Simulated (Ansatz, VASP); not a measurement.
# KI: VASP beside Ansatz

File INCAR:

```
ALGO     = Normal         # electronic algorithm
EDIFF    = 1E-7           # SCF threshold, eV
ENCUT    = 520            # plane-wave cutoff, eV
GGA      = PE             # functional
ISIF     = 2              # what is computed and relaxed
ISMEAR   = 0              # smearing method
LASPH    = True           # aspherical terms in the spheres
LCHARG   = True           # write CHGCAR
LELF     = True           # ELF
LREAL    = False          # projectors in reciprocal space
LVHAR    = True         
LWAVE    = False          # write WAVECAR
NBANDS   = 15             # bands
NELM     = 100            # most SCF steps
PREC     = Accurate       # precision mode
SIGMA    = 0.05           # smearing width, eV
```

File KPOINTS:

```
k-points
0
Gamma
  6 6 6
```

The input POSCAR:

```
KI
1.0
    0.0000000000      3.5873258652      3.5873258652
    3.5873258652      0.0000000000      3.5873258652
    3.5873258652      3.5873258652      0.0000000000
K I
1 1
Direct
   -0.0355696708     -0.0355696708      0.0355696708
    0.5109587445      0.5109587445      0.4890412555
```

Input for Ansatz:

```yaml
crystal:
  lattice:
    - [0.0, 3.5873258652, 3.5873258652]
    - [3.5873258652, 0.0, 3.5873258652]
    - [3.5873258652, 3.5873258652, 0.0]
  atoms:
    - { symbol: K, position: [-0.0355696708, -0.0355696708, 0.0355696708] }
    - { symbol: I, position: [0.5109587445, 0.5109587445, 0.4890412555] }
basis:
  ecutwfc: 420
kpoints:
  mp_grid: { grid: [6, 6, 6] }
hamiltonian:
  xc: pbe
scf:
  occupations: { method: gaussian, width: 0.05 }
output:
  forces: true
  stress: true
  eigenvalues: true
```

Change from the starting cell: mode 6 frozen in at -0.255 Å, equal normal strain along x and y +0.0000.

Alike in both runs: task single point; functional PBE; k mesh 6 × 6 × 6; occupations gaussian, width 0.05 eV; no spin polarisation.

```csv
,VASP,Ansatz
version,VASP 6.6.1,Ansatz 0.2.0
potentials or method,"VASP PAW PBE potentials, release 64 (K_sv, I), cutoff 520 eV","scalar-relativistic, plane waves, PAW"
valence electrons in the cell,16,26
```

```tsv
	VASP	Ansatz	Ansatz less VASP
gap on the k mesh at the Fermi level (eV)	3.88	3.89	+0.004
least direct gap on the mesh (eV)	3.88	3.89	+0.004
pressure (GPa)	0.5	0.4	-0.02
traceless stress, the component that is largest in VASP (GPa)	0.97	0.96	-0.010
rms of the force components (eV/Å)	0.224	0.222	-0.0023
```

Atom by atom the forces differ by 0.002 eV/Å (rms over components). VASP's potentials hold 16 valence electrons a cell and Ansatz's 26, so a difference there can come from the potentials and not from the codes.

Neither program's run includes spin-orbit coupling.
